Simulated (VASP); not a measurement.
# Zn2C (Fm-3m) in VASP: a series of runs

The runs below take Zn2C through single point, with r2SCAN.

Everything below comes from runs of VASP 6.6.1. Logs are shortened: lines on timing, memory, paths and dates and some standing lists are left out, and cuts for length are marked.

### Step 1. The cell of the first run

Symmetry: Fm-3m, No. 225, cubic system. Conventional cell: a = 5.156 Å, b = 5.156 Å, c = 5.156 Å, α = 90.00°, β = 90.00°, γ = 90.00°. Within 3.0 Å of C (site symmetry m-3m) lie 8 Zn at 2.23 Å. Zn (site symmetry -43m) has 4 C at 2.23 Å and 6 Zn at 2.58 Å within 3.0 Å.

### Step 2. Single point, r2SCAN

Input file POSCAR:

```
Zn2C
1.0
    0.0000000000      2.5779490376      2.5779490376
    2.5779490376      0.0000000000      2.5779490376
    2.5779490376      2.5779490376      0.0000000000
C Zn
1 2
Direct
    0.0000000000      0.0000000000      0.0000000000
    0.2500000000      0.2500000000      0.2500000000
    0.7500000000      0.7500000000      0.7500000000
```

Input file INCAR.step1:

```
PREC = Accurate
ENCUT = 520
ISMEAR = -1
SIGMA = 0.02
LREAL = False
LASPH = True
NELM = 100
NBANDS = 21
GGA = PE
ALGO = Normal
EDIFF = 1E-4
LWAVE = True
LCHARG = False
```

Input file INCAR.step2:

```
PREC = Accurate
ENCUT = 520
EDIFF = 1E-6
ISMEAR = -1
SIGMA = 0.02
LREAL = False
LASPH = True
NELM = 100
ALGO = Normal
ISIF = 2
LWAVE = False
LCHARG = False
METAGGA = R2SCAN
LMIXTAU = True
NBANDS = 21
ISTART = 1
```

Input file KPOINTS:

```
Automatic mesh
0
Gamma
  4 4 4
```

Potentials or basis: VASP PAW PBE potentials, release 64 (C, Zn).

On the command line:

```console
$ cat potpaw_PBE.64/C/POTCAR potpaw_PBE.64/Zn/POTCAR > POTCAR
$ cp INCAR.step1 INCAR
$ mpirun -np 1 vasp_std > vasp.out
$ cp INCAR.step2 INCAR
$ mpirun -np 1 vasp_std > vasp.out
```

OUTCAR:

```text
PREC = Accurate
   ENCUT = 520
   EDIFF = 1E-6
   ISMEAR = -1
   LREAL = False
   LASPH = True
   NELM = 100
   ISIF = 2
   METAGGA = R2SCAN
   ISTART = 1

 ion  position               nearest neighbor table
   1  0.000  0.000  0.000-   3 2.23   3 2.23   3 2.23   2 2.23   3 2.23   2 2.23   2 2.23   2 2.23

   2  0.250  0.250  0.250-   1 2.23   1 2.23   1 2.23   1 2.23   3 2.58   3 2.58   3 2.58   3 2.58
                             3 2.58   3 2.58
   3  0.750  0.750  0.750-   1 2.23   1 2.23   1 2.23   1 2.23   2 2.58   2 2.58   2 2.58   2 2.58
                             2 2.58   2 2.58

  LATTYP: Found a face centered cubic cell.
 ALAT       =     5.1558980752

  Lattice vectors:

 A1 = (   0.0000000000,   2.5779490376,   2.5779490376)
 A2 = (   2.5779490376,   0.0000000000,   2.5779490376)
 A3 = (   2.5779490376,   2.5779490376,   0.0000000000)

Analysis of symmetry for initial positions (statically):
=====================================================================
 Subroutine PRICEL returns:
 Original cell was already a primitive cell.

 Routine SETGRP: Setting up the symmetry group for a
 face centered cubic supercell.

 Subroutine GETGRP returns: Found 48 space group operations
 (whereof 48 operations were pure point group operations)
 out of a pool of 48 trial point group operations.

The static configuration has the point symmetry O_h .

Analysis of symmetry for dynamics (positions and initial velocities):
=====================================================================
 Subroutine PRICEL returns:
 Original cell was already a primitive cell.

 Routine SETGRP: Setting up the symmetry group for a
 face centered cubic supercell.

 Subroutine GETGRP returns: Found 48 space group operations
 (whereof 48 operations were pure point group operations)
 out of a pool of 48 trial point group operations.

The dynamic configuration has the point symmetry O_h .

 Subroutine INISYM returns: Found 48 space group operations
 (whereof 48 operations are pure point group operations),
 and found     1 'primitive' translations

----------------------------------------------------------------------------------------

                                     Primitive cell

  volume of cell :      34.2652

  direct lattice vectors                    reciprocal lattice vectors
     0.000000000  2.577949038  2.577949038    -0.193952632  0.193952632  0.193952632
[... 66 lines left out ...]
   LNONCOLLINEAR =      F non collinear calculations
   LSORBIT =      F    spin-orbit coupling
   LASPH  =      T    aspherical Exc in radial PAW
   ENCUT  =  520.0 eV  38.22 Ry    6.18 a.u.   6.78  6.78  6.78*2*pi/ulx,y,z
   NELM   =    100;   NELMIN=  2; NELMDL=  0     # of ELM steps
   EDIFF  = 0.1E-05   stopping-criterion for ELM
   LREAL  =      F    real-space projection
   EDIFFG = 0.1E-04   stopping-criterion for IOM
   NSW    =      0    number of steps for IOM
   IBRION =     -1    ionic relax: 0-MD 1-quasi-New 2-CG
   NFREE  =      0    steps in history (QN), initial steepest desc. (CG)
   ISIF   =      2    stress and relaxation
   ISYM   =      2    0-nonsym 1-usesym 2-fastsym
   POTIM  = 0.5000    time-step for ionic-motion
   TEBEG  =    0.0;   TEEND  =   0.0 temperature during run
   PSTRESS=    0.0 pullay stress
   NELECT =      28.0000    total number of electrons
   NUPDOWN=      -1.0000    fix difference up-down
   EMIN   =  10.00;   EMAX   =-10.00  energy-range for DOS
   EFERMI =   0.00;   METHOD = LEGACY
   ISMEAR =    -1;   SIGMA  =   0.02  broadening in eV -4-tet -1-fermi 0-gaus
   EFERMI_NEDOS =   21; number of points for ismear=-14 and -15
   IALGO  =     38    algorithm
   IMIX   =      4    mixing-type and parameters
     AMIX     =   0.40;   BMIX     =  1.00
     AMIX_MAG =   1.60;   BMIX_MAG =  1.00
  volume/ion in A,a.u.               =      11.42        77.08
  Fermi-wavevector in a.u.,A,eV,Ry     =   1.530535  2.892291 31.872144  2.342536
  Thomas-Fermi vector in A             =   2.638004
   LORBIT       =      0    0 simple, 1 ext, 2 COOP (PROOUT), +10 PAW based schemes
   METAGGA = R2SCAN    functional components
   LHFCALC =     F    Hartree Fock is set to
   AEXX    =    0.0000 exact exchange contribution
   IVDW    =     0    specifies the selected vdW correction
   LEPSILON=     F    determine dielectric tensor
   LRPA    =     F    only Hartree local field effects (RPA)
 non-spin polarized calculation
  energy-cutoff  :      520.00
  volume of cell :       34.27
 maximum number of plane-waves:       941
   NGX = 13   NGY = 13   NGZ = 13

 number of electron      27.9999984 magnetization

 Free energy of the ion-electron system (eV)
  ---------------------------------------------------
  ext. energy  EPLUGINS =         0.00000000
  ---------------------------------------------------
  free energy    TOTEN  =       -25.64468199 eV

  energy without entropy =      -25.64420031  energy(sigma->0) =      -25.64444115

 E-fermi :   4.7188     XC(G=0): -13.0124

 val. band max:        4.6517287278   @ k =   0.0000   0.0000   0.0000
 cond. band min:       4.7624611379   @ k =   0.0000   0.0000   0.0000
 fundamental gap:      0.1107324102
 Fermi energy:         4.7188017471

 k-point     1 :       0.0000    0.0000    0.0000
  band No.  band energies     occupation
      1     -10.1349      2.00000
      2      -4.4682      2.00000
      3      -4.4681      2.00000
      4      -4.4681      2.00000
      5      -4.2334      2.00000
      6      -4.2334      2.00000
[... 181 lines left out ...]
     20      15.7772      0.00000
     21      21.8033      0.00000

------------------------ aborting loop because EDIFF is reached ----------------------------------------

  FORCE on cell =-STRESS in cart. coord.  units (eV):
  Direction    XX          YY          ZZ          XY          YZ          ZX
  --------------------------------------------------------------------------------------
  -------------------------------------------------------------------------------------
  Total       -0.0158955     -0.0158955     -0.0158955      0.0000000      0.0000000      0.0000000
  in kB       -0.7432465     -0.7432465     -0.7432465      0.0000000      0.0000000      0.0000000
  external PRESSURE =      -0.7432465 kB  Pullay stress =       0.0000000 kB

 VOLUME and BASIS-vectors are now :
 -----------------------------------------------------------------------------
  energy-cutoff  :      520.00
  volume of cell :       34.27
      direct lattice vectors                 reciprocal lattice vectors
     0.000000000  2.577949038  2.577949038    -0.193952632  0.193952632  0.193952632
     2.577949038  0.000000000  2.577949038     0.193952632 -0.193952632  0.193952632
     2.577949038  2.577949038  0.000000000     0.193952632  0.193952632 -0.193952632

 POSITION                                       TOTAL-FORCE (eV/Angst)
 -----------------------------------------------------------------------------------
      0.00000      0.00000      0.00000         0.000000     -0.000000     -0.000000
      1.28897      1.28897      1.28897         0.000000      0.000000      0.000000
      3.86692      3.86692      3.86692        -0.000000     -0.000000     -0.000000
 -----------------------------------------------------------------------------------
    total drift:                                0.000000      0.000000      0.000000

  FREE ENERGIE OF THE ION-ELECTRON SYSTEM (eV)
  ---------------------------------------------------
  free  energy   TOTEN  =       -25.6446819889 eV

  energy  without entropy=      -25.6442003144  energy(sigma->0) =      -25.64444115
```

OUTCAR.step1:

```text
PREC = Accurate
   ENCUT = 520
   ISMEAR = -1
   LREAL = False
   LASPH = True
   NELM = 100
[... 398 lines left out ...]
      0.00000      0.00000      0.00000         0.000000     -0.000000      0.000000
      1.28897      1.28897      1.28897        -0.000000     -0.000000     -0.000000
      3.86692      3.86692      3.86692         0.000000      0.000000      0.000000
 -----------------------------------------------------------------------------------
    total drift:                                0.000000      0.000000      0.000000

  FREE ENERGIE OF THE ION-ELECTRON SYSTEM (eV)
  ---------------------------------------------------
  free  energy   TOTEN  =        -9.0546667394 eV

  energy  without entropy=       -9.0534651405  energy(sigma->0) =       -9.05406594
```

It took 36 s on 1 thread of AMD EPYC 9R14 (Zen 4), shared host; peak memory 0.13 GiB.

Results:

```
Free energy            : -25.6447 eV
Pressure               : -0.1 GPa
Band gap on the k mesh : 0.11 eV, direct
```

Caveat: the k points lie up to 0.53 Å⁻¹ apart; the PAW data sets were made with another functional, which shifts forces and pressure a little.

### Step 3. Single point, r2SCAN

POSCAR is that of step 2.

Input file INCAR.step1:

```
  ALGO = Normal
  EDIFF = 1E-4
  ENCUT = 520
  GGA = PE
  ISMEAR = -1
  LASPH = True
  LCHARG = False
  LREAL = False
  LWAVE = True
  NBANDS = 21
  NELM = 80
  PREC = Accurate
  SIGMA = 0.02
```

Input file INCAR.step2:

```
  ALGO = Normal
  EDIFF = 1E-6
  ENCUT = 520
  ISIF = 2
  ISMEAR = -1
  ISTART = 1
  LASPH = True
  LCHARG = False
  LMIXTAU = True
  LREAL = False
  LWAVE = False
  METAGGA = R2SCAN
  NBANDS = 21
  NELM = 80
  PREC = Accurate
  SIGMA = 0.02
```

Input file KPOINTS:

```
k-points
0
Gamma
  6 6 6
```

Potentials or basis: VASP PAW PBE potentials, release 64 (C, Zn).

On the command line:

```console
$ cat potpaw_PBE.64/C/POTCAR potpaw_PBE.64/Zn/POTCAR > POTCAR
$ cp INCAR.step1 INCAR
$ mpirun -np 1 vasp_std > vasp.out
$ cp INCAR.step2 INCAR
$ mpirun -np 1 vasp_std > vasp.out
```

It took 51 s on 1 thread of AMD EPYC 9R14 (Zen 4), shared host; peak memory 0.13 GiB.

Results (log left out):

```yaml
Free_energy: -25.8117 eV
Pressure: 0.5 GPa
Band_gap_on_the_k_mesh: 0.12 eV, direct
```

Levels at points of the mesh, in eV from the valence-band top:
| k point | band 11 | band 12 | band 13 | band 14 | band 15 | band 16 | band 17 | band 18 |
| --- | --- | --- | --- | --- | --- | --- | --- | --- |
| (0.00, 0.00, 0.00) | -7.11 | 0.00 | 0.00 | 0.00 | 0.12 | 4.54 | 4.54 | 4.54 |
| (0.50, 0.00, 0.00) | -7.51 | -7.31 | -1.20 | -1.20 | 1.13 | 5.48 | 5.48 | 6.43 |
| (0.50, 0.50, 0.00) | -7.13 | -5.50 | -3.90 | -3.90 | 1.12 | 1.89 | 8.17 | 9.77 |

Caveat: the PAW data sets were made with another functional, which shifts forces and pressure a little.

### Step 4. Single point, r2SCAN

POSCAR is that of step 3.

Input file INCAR.step1:

```
ALGO = Normal ; EDIFF = 1E-4
ENCUT = 520 ; GGA = PE
ISMEAR = 1 ; LASPH = T
LCHARG = F ; LREAL = F
LWAVE = T ; NBANDS = 21
NELM = 100 ; PREC = Accurate
SIGMA = 0.2
```

Input file INCAR.step2:

```
ALGO = Normal ; EDIFF = 1E-6
ENCUT = 520 ; ISIF = 2
ISMEAR = 1 ; ISTART = 1
LASPH = T ; LCHARG = T
LELF = T ; LMIXTAU = T
LREAL = F ; LVHAR = T
LWAVE = F ; METAGGA = R2SCAN
NBANDS = 21 ; NELM = 100
PREC = Accurate ; SIGMA = 0.2
```

KPOINTS is that of step 3.

On the command line:

```console
$ cat potpaw_PBE.64/C/POTCAR potpaw_PBE.64/Zn/POTCAR > POTCAR
$ cp INCAR.step1 INCAR
$ mpirun -np 1 vasp_std > vasp.out
$ cp INCAR.step2 INCAR
$ mpirun -np 1 vasp_std > vasp.out
```

It took 51 s on 1 thread of AMD EPYC 9R14 (Zen 4), shared host; peak memory 0.13 GiB.

Results (log left out):

* Free energy: -25.8118 eV
* Pressure: 0.6 GPa
* Band gap on the k mesh: 0.12 eV, direct

Levels at points of the mesh, in eV from the valence-band top:
```tsv
k point	band 11	band 12	band 13	band 14	band 15	band 16	band 17	band 18
(0.00, 0.00, 0.00)	-7.11	0.00	0.00	0.00	0.12	4.54	4.54	4.54
(0.50, 0.00, 0.00)	-7.51	-7.31	-1.20	-1.20	1.13	5.48	5.48	6.43
(0.50, 0.50, 0.00)	-7.13	-5.50	-3.90	-3.90	1.12	1.89	8.17	9.77
```

Caveat: the PAW data sets were made with another functional, which shifts forces and pressure a little.

### Step 5. Overview

```csv
k mesh,smearing,gap on the mesh (eV),pressure (GPa)
4 × 4 × 4,fermi-dirac 0.02 eV,0.11,-0.1
6 × 6 × 6,fermi-dirac 0.02 eV,0.12,0.5
6 × 6 × 6,methfessel-paxton 0.2 eV,0.12,0.6
```

Alike in all rows: task single point; level r2SCAN; potentials or basis VASP PAW PBE potentials, release 64 (C, Zn); no spin polarisation; cell as given; cutoff (eV) 520.

Caveats: some runs use coarse meshes; the PAW data sets were made with another functional, which shifts forces and pressure a little.

Total energies depend on the potentials used, so only differences within one code and one set of settings carry meaning.
